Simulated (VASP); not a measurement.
# Cu (Fm-3m) in VASP: notebook, part 2 of 2

VASP 6.6.1. Earlier steps stand in the parts before.

## 3. Single point, PBE

Contents of INCAR:

```
PREC = Accurate ; ENCUT = 520
EDIFF = 1E-6 ; ISMEAR = -1
SIGMA = 0.1 ; LREAL = False
LASPH = True ; NELM = 80
ALGO = Normal ; ISIF = 2
LWAVE = False ; LCHARG = False
GGA = PE ; NBANDS = 12
```

Contents of KPOINTS:

```
Automatic mesh
0
Gamma
  9 9 9
```

Contents of POSCAR:

```
Cu
1.0
    0.0000000000      1.8145751207      1.8145751207
    1.8145751207      0.0000000000      1.8145751207
    1.8145751207      1.8145751207      0.0000000000
Cu
1
Direct
    0.0000000000      0.0000000000      0.0000000000
```

Potentials or basis: VASP PAW PBE potentials, release 64 (Cu).

Launch:

```console
$ cat potpaw_PBE.64/Cu/POTCAR > POTCAR
$ mpirun -np 1 vasp_std > vasp.out
```

OUTCAR:

```text
PREC = Accurate
   ENCUT = 520
   EDIFF = 1E-6
   ISMEAR = -1
   LREAL = False
   LASPH = True
   NELM = 80
   ISIF = 2
   GGA = PE

 ion  position               nearest neighbor table
   1  0.000  0.000  0.000-

  LATTYP: Found a face centered cubic cell.
 ALAT       =     3.6291502414

  Lattice vectors:

 A1 = (   0.0000000000,   1.8145751207,   1.8145751207)
 A2 = (   1.8145751207,   0.0000000000,   1.8145751207)
 A3 = (   1.8145751207,   1.8145751207,   0.0000000000)

Analysis of symmetry for initial positions (statically):
=====================================================================
 Subroutine PRICEL returns:
 Original cell was already a primitive cell.

 Routine SETGRP: Setting up the symmetry group for a
 face centered cubic supercell.

 Subroutine GETGRP returns: Found 48 space group operations
 (whereof 48 operations were pure point group operations)
 out of a pool of 48 trial point group operations.

The static configuration has the point symmetry O_h .

Analysis of symmetry for dynamics (positions and initial velocities):
=====================================================================
 Subroutine PRICEL returns:
 Original cell was already a primitive cell.

 Routine SETGRP: Setting up the symmetry group for a
 face centered cubic supercell.

 Subroutine GETGRP returns: Found 48 space group operations
 (whereof 48 operations were pure point group operations)
 out of a pool of 48 trial point group operations.

The dynamic configuration has the point symmetry O_h .

 Subroutine INISYM returns: Found 48 space group operations
 (whereof 48 operations are pure point group operations),
 and found     1 'primitive' translations

----------------------------------------------------------------------------------------

                                     Primitive cell

  volume of cell :      11.9496

  direct lattice vectors                    reciprocal lattice vectors
     0.000000000  1.814575121  1.814575121    -0.275546597  0.275546597  0.275546597
     1.814575121  0.000000000  1.814575121     0.275546597 -0.275546597  0.275546597
     1.814575121  1.814575121  0.000000000     0.275546597  0.275546597 -0.275546597

  length of vectors
     2.566196746  2.566196746  2.566196746     0.477260706  0.477260706  0.477260706

  position of ions in fractional coordinates (direct lattice)
     0.000000000  0.000000000  0.000000000

  ion indices of the primitive-cell ions
   primitive index   ion index
                 1           1

----------------------------------------------------------------------------------------

 KPOINTS: Automatic mesh

Automatic generation of k-mesh.
 Grid dimensions read from file:
 generate k-points for:    9    9    9

 Generating k-lattice:

  Cartesian coordinates                     Fractional coordinates (reciprocal lattice)
    -0.030616289  0.030616289  0.030616289     0.111111111  0.000000000  0.000000000
     0.030616289 -0.030616289  0.030616289     0.000000000  0.111111111  0.000000000
     0.030616289  0.030616289 -0.030616289     0.000000000  0.000000000  0.111111111

  Length of vectors
     0.053028967  0.053028967  0.053028967

  Shift w.r.t. Gamma in fractional coordinates (k-lattice)
     0.000000000  0.000000000  0.000000000

 Subroutine IBZKPT returns following result:
 ===========================================

 Found     35 irreducible k-points:

 Following reciprocal coordinates:
            Coordinates               Weight
  0.000000  0.000000  0.000000      1.000000
  0.111111  0.000000  0.000000      8.000000
  0.222222  0.000000  0.000000      8.000000
  0.333333  0.000000  0.000000      8.000000
  0.444444  0.000000  0.000000      8.000000
  0.111111  0.111111  0.000000      6.000000
[... 16 lines left out ...]
 -0.333333  0.333333  0.000000     12.000000
  0.444444  0.444444  0.000000      6.000000
 [... further k-points ...]
   k-points           NKPTS =     35   k-points in BZ     NKDIM =     35   number of bands    NBANDS=     12
   number of dos      NEDOS =    301   number of ions     NIONS =      1
   total plane-waves  NPLWV =   8000
   dimension x,y,z NGX =    20 NGY =   20 NGZ =   20
   dimension x,y,z NGXF=    40 NGYF=   40 NGZF=   40
   ions per type =               1
   NGX,Y,Z   is equivalent  to a cutoff of  12.96, 12.96, 12.96 a.u.
   NGXF,Y,Z  is equivalent  to a cutoff of  25.91, 25.91, 25.91 a.u.
 SYSTEM =  unknown system
   PREC   = accura    normal or accurate (medium, high low for compatibility)
   ISTART =      0    job   : 0-new  1-cont  2-samecut
   ICHARG =      2    charge: 1-file 2-atom 10-const
   ISPIN  =      1    spin polarized calculation?
   LNONCOLLINEAR =      F non collinear calculations
   LSORBIT =      F    spin-orbit coupling
   LASPH  =      T    aspherical Exc in radial PAW
   ENCUT  =  520.0 eV  38.22 Ry    6.18 a.u.   4.77  4.77  4.77*2*pi/ulx,y,z
   NELM   =     80;   NELMIN=  2; NELMDL= -5     # of ELM steps
   EDIFF  = 0.1E-05   stopping-criterion for ELM
   LREAL  =      F    real-space projection
   EDIFFG = 0.1E-04   stopping-criterion for IOM
   NSW    =      0    number of steps for IOM
   IBRION =     -1    ionic relax: 0-MD 1-quasi-New 2-CG
   NFREE  =      0    steps in history (QN), initial steepest desc. (CG)
   ISIF   =      2    stress and relaxation
   ISYM   =      2    0-nonsym 1-usesym 2-fastsym
   POTIM  = 0.5000    time-step for ionic-motion
   TEBEG  =    0.0;   TEEND  =   0.0 temperature during run
   PSTRESS=    0.0 pullay stress
   NELECT =      11.0000    total number of electrons
   NUPDOWN=      -1.0000    fix difference up-down
   EMIN   =  10.00;   EMAX   =-10.00  energy-range for DOS
   EFERMI =   0.00;   METHOD = LEGACY
   ISMEAR =    -1;   SIGMA  =   0.10  broadening in eV -4-tet -1-fermi 0-gaus
   EFERMI_NEDOS =   21; number of points for ismear=-14 and -15
   IALGO  =     38    algorithm
   IMIX   =      4    mixing-type and parameters
     AMIX     =   0.40;   BMIX     =  1.00
     AMIX_MAG =   1.60;   BMIX_MAG =  1.00
  volume/ion in A,a.u.               =      11.95        80.64
  Fermi-wavevector in a.u.,A,eV,Ry     =   1.592529  3.009444 34.506411  2.536150
  Thomas-Fermi vector in A             =   2.690900
   LORBIT       =      0    0 simple, 1 ext, 2 COOP (PROOUT), +10 PAW based schemes
   GGA     = PE    functional components
   LHFCALC =     F    Hartree Fock is set to
   AEXX    =    0.0000 exact exchange contribution
   IVDW    =     0    specifies the selected vdW correction
   LEPSILON=     F    determine dielectric tensor
   LRPA    =     F    only Hartree local field effects (RPA)
 non-spin polarized calculation
  energy-cutoff  :      520.00
  volume of cell :       11.95
 maximum number of plane-waves:       331
   NGX =  9   NGY =  9   NGZ =  9

 number of electron      10.9999998 magnetization

 Free energy of the ion-electron system (eV)
  ---------------------------------------------------
  ext. energy  EPLUGINS =         0.00000000
  ---------------------------------------------------
  free energy    TOTEN  =        -3.74388012 eV

  energy without entropy =       -3.73747653  energy(sigma->0) =       -3.74067833

 E-fermi :   7.5157     XC(G=0): -12.6569

 val. band max:        7.3185915081   @ k =   0.4444   0.3333   0.0000
 cond. band min:       7.6614296201   @ k =  -0.4444   0.1111   0.0000
 fundamental gap:      0.3428381120
 Fermi energy:         7.5157129822

 k-point     1 :       0.0000    0.0000    0.0000
  band No.  band energies     occupation
      1      -1.8206      2.00000
      2       4.4533      2.00000
      3       4.4533      2.00000
      4       4.4533      2.00000
      5       5.2601      2.00000
      6       5.2601      2.00000
      7      29.9416      0.00000
      8      32.4953      0.00000
      9      32.4953      0.00000
     10      32.4953      0.00000
     11      34.9785      0.00000
     12      34.9786      0.00000
[... 331 lines left out ...]
 k-point    24 :       0.4444    0.4444    0.0000
  band No.  band energies     occupation
      1       2.6284      2.00000
      2       3.1239      2.00000
      3       5.7836      2.00000
      4       5.8992      2.00000
      5       5.8992      2.00000
      6       8.0980      0.00590
      7      15.6207      0.00000
      8      20.6510      0.00000
      9      20.6510      0.00000
     10      24.9615      0.00000
     11      27.5663      0.00000
     12      49.0943      0.00000

 [... further k-points ...]

------------------------ aborting loop because EDIFF is reached ----------------------------------------

  FORCE on cell =-STRESS in cart. coord.  units (eV):
  Direction    XX          YY          ZZ          XY          YZ          ZX
  --------------------------------------------------------------------------------------
  -------------------------------------------------------------------------------------
  Total        0.0437151      0.0437151      0.0437151      0.0000000     -0.0000000      0.0000000
  in kB        5.8612081      5.8612081      5.8612081      0.0000000     -0.0000000      0.0000000
  external PRESSURE =       5.8612081 kB  Pullay stress =       0.0000000 kB

 VOLUME and BASIS-vectors are now :
 -----------------------------------------------------------------------------
  energy-cutoff  :      520.00
  volume of cell :       11.95
      direct lattice vectors                 reciprocal lattice vectors
     0.000000000  1.814575121  1.814575121    -0.275546597  0.275546597  0.275546597
     1.814575121  0.000000000  1.814575121     0.275546597 -0.275546597  0.275546597
     1.814575121  1.814575121  0.000000000     0.275546597  0.275546597 -0.275546597

 POSITION                                       TOTAL-FORCE (eV/Angst)
 -----------------------------------------------------------------------------------
      0.00000      0.00000      0.00000         0.000000      0.000000      0.000000
 -----------------------------------------------------------------------------------
    total drift:                               -0.000000     -0.000000     -0.000000

  FREE ENERGIE OF THE ION-ELECTRON SYSTEM (eV)
  ---------------------------------------------------
  free  energy   TOTEN  =        -3.7438801230 eV

  energy  without entropy=       -3.7374765322  energy(sigma->0) =       -3.74067833
```

OSZICAR:

```text
N       E                     dE             d eps       ncg     rms          rms(c)
DAV:   1     0.431068886399E+02    0.43107E+02   -0.57507E+03   940   0.158E+03
DAV:   2    -0.336012257956E+01   -0.46467E+02   -0.41966E+02   852   0.202E+02
DAV:   3    -0.463372376216E+01   -0.12736E+01   -0.12666E+01   972   0.389E+01
DAV:   4    -0.464150315118E+01   -0.77794E-02   -0.77785E-02   968   0.272E+00
DAV:   5    -0.464157676572E+01   -0.73615E-04   -0.73614E-04  1000   0.267E-01    0.770E+00
DAV:   6    -0.414032521612E+01    0.50125E+00   -0.14797E+01  1000   0.724E+01    0.402E+00
DAV:   7    -0.375557478281E+01    0.38475E+00   -0.23590E+00  1008   0.289E+01    0.540E-01
DAV:   8    -0.374591007368E+01    0.96647E-02   -0.56671E-03  1012   0.133E+00    0.342E-01
DAV:   9    -0.374388046297E+01    0.20296E-02   -0.12660E-02  1020   0.196E+00    0.306E-02
DAV:  10    -0.374388076542E+01   -0.30244E-06   -0.50415E-05  1236   0.119E-01    0.673E-03
DAV:  11    -0.374388012301E+01    0.64240E-06   -0.37937E-07   712   0.906E-03
   1 F= -.37438801E+01 E0= -.37406783E+01  d E =-.640359E-02
```

Run time: 7 s. Hardware: 1 thread of Intel Xeon 8259CL, shared host; peak memory 0.09 GiB.

Results:

| Property | Result |
| --- | --- |
| Free energy | -3.7439 eV |
| Pressure | 0.6 GPa |
